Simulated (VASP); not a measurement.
A run of VASP 6.6.1:

The input INCAR:

```
SYSTEM = BN
  ALGO = Normal
  EDIFF = 1E-6
  ENCUT = 520
  GGA = PE
  ISIF = 2
  ISMEAR = 0
  LASPH = .True.
  LCHARG = .False.
  LREAL = .False.
  LWAVE = .False.
  NBANDS = 26
  NELM = 60
  PREC = Accurate
  SIGMA = 0.05
```

The input KPOINTS:

```
k-points
0
Gamma
  6 6 10
  0 0 0
```

POSCAR

```
BN
1.0
    4.2900000000      0.0000000000      0.0000000000
    0.0000000000      4.2900000000      0.0000000000
    0.0000000000      0.0000000000      2.3962000000
B N
4 4
Direct
    0.1742811368      0.8257188632      0.5000000000
    0.3257188632      0.3257188632      0.0000000000
    0.6742811368      0.6742811368      0.0000000000
    0.8257188632      0.1742811368      0.5000000000
    0.8126115048      0.8126115048      0.5000000000
    0.3126115048      0.6873884952      0.0000000000
    0.6873884952      0.3126115048      0.0000000000
    0.1873884952      0.1873884952      0.5000000000
```

Potentials or basis: VASP PAW PBE potentials, release 64 (B, N).

The run is started by

```bash
$ cat potpaw_PBE.64/B/POTCAR potpaw_PBE.64/N/POTCAR > POTCAR
$ mpirun -np 1 vasp_std > vasp.out
```

Hardware: 1 thread of Intel(R) Xeon(R) 6975P-C (Granite Rapids), on a shared host.

Task: Estimate the wall time of this run.

Result: Wall time 18 s on 1 thread of Intel(R) Xeon(R) 6975P-C (Granite Rapids) (shared host), peak memory 0.17 GiB. Counts: scf iterations 13, k points 60.
